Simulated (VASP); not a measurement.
Runs of VASP 6.6.1 on Ba. The structure is that of space group Im-3m (No. 229), or close to it. The cells are those of the table. 

```csv
cell,cutoff (eV),gap on the mesh (eV),pressure (GPa)
"a = 4.362 Å, angles 109.5°, 1 atom",520,none,0.5
"a = 4.405 Å, angles 109.5°, 1 atom",400,none,0.2
"a = 4.318 Å, angles 109.5°, 1 atom",520,none,0.8
"a = 4.362 Å, angles 109.5°, 1 atom",400,none,0.5
"a = 4.274 Å, angles 109.5°, 1 atom",400,none,(a)
```

Alike in all rows: task single point; level HSE06; potentials or basis VASP PAW PBE potentials, release 64 (Ba_sv); no spin polarisation; k mesh 6 × 6 × 6; smearing fermi-dirac 0.1 eV.

Task: Estimate the missing entries.

Result: (a) 1.2.

Caveats: the PAW data sets were made with another functional, which shifts forces and pressure a little; spin-orbit coupling is left out, which moves the levels of the heavy elements.

A k mesh can miss the band edges, and the runs leave out spin-orbit coupling on Ba.

A gap of «none» marks levels without a gap at the run's occupations.
